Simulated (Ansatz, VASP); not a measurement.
**One calculation of Sn, two programs**

File INCAR:

```
SYSTEM = Sn
PREC = Accurate
ENCUT = 520
EDIFF = 1E-6
ISMEAR = 0
SIGMA = 0.15
LREAL = .False.
LASPH = .True.
NELM = 60
ALGO = Fast
ISIF = 2
LWAVE = .False.
LCHARG = .False.
GGA = PE
IVDW = 12
NBANDS = 13
```

KPOINTS

```
Automatic mesh
0
Gamma
  24 24 24
  0 0 0
```

POSCAR

```
Sn
1.0
   -1.7544065426      1.7546136963      2.0374413010
    1.7544065426     -1.7546136963      2.0374413010
    1.7544065426      1.7546136963     -2.0374413010
Sn
1
Direct
    0.0000000000      0.0000000000      0.0000000000
```

Input for Ansatz:

```yaml
crystal:
  lattice:
    - [-1.7544065426, 1.7546136963, 2.037441301]
    - [1.7544065426, -1.7546136963, 2.037441301]
    - [1.7544065426, 1.7546136963, -2.037441301]
  atoms:
    - { symbol: Sn, position: [0.0, 0.0, 0.0] }
basis:
  ecutwfc: 420
kpoints:
  mp_grid: { grid: [24, 24, 24] }
hamiltonian:
  xc: pbe
  dispersion: d3bj
scf:
  occupations: { method: gaussian, width: 0.15 }
output:
  forces: true
  stress: true
  eigenvalues: true
```

Change from the starting cell: strain -0.0600 x Voigt [0, 0, 1, 0, 0, 0], atoms carried along.

Alike in both runs: task single point; functional PBE; dispersion D3(BJ); k mesh 24 × 24 × 24; occupations gaussian, width 0.15 eV; no spin polarisation.

```csv
,VASP,Ansatz
version,VASP 6.6.1,Ansatz 0.2.0
potentials or method,"VASP PAW PBE potentials, release 64 (Sn_d), cutoff 520 eV","scalar-relativistic, plane waves, PAW"
valence electrons in the cell,14,14
```

```csv
,VASP,Ansatz,Ansatz less VASP
gap on the k mesh at the Fermi level (eV),none,none,-
pressure (GPa),3.5,3.6,+0.04
"traceless stress, the component that is largest in VASP (GPa)",-0.17,-0.17,-0.005
```

A gap of «none» marks a metal or a gap that the smearing closes.
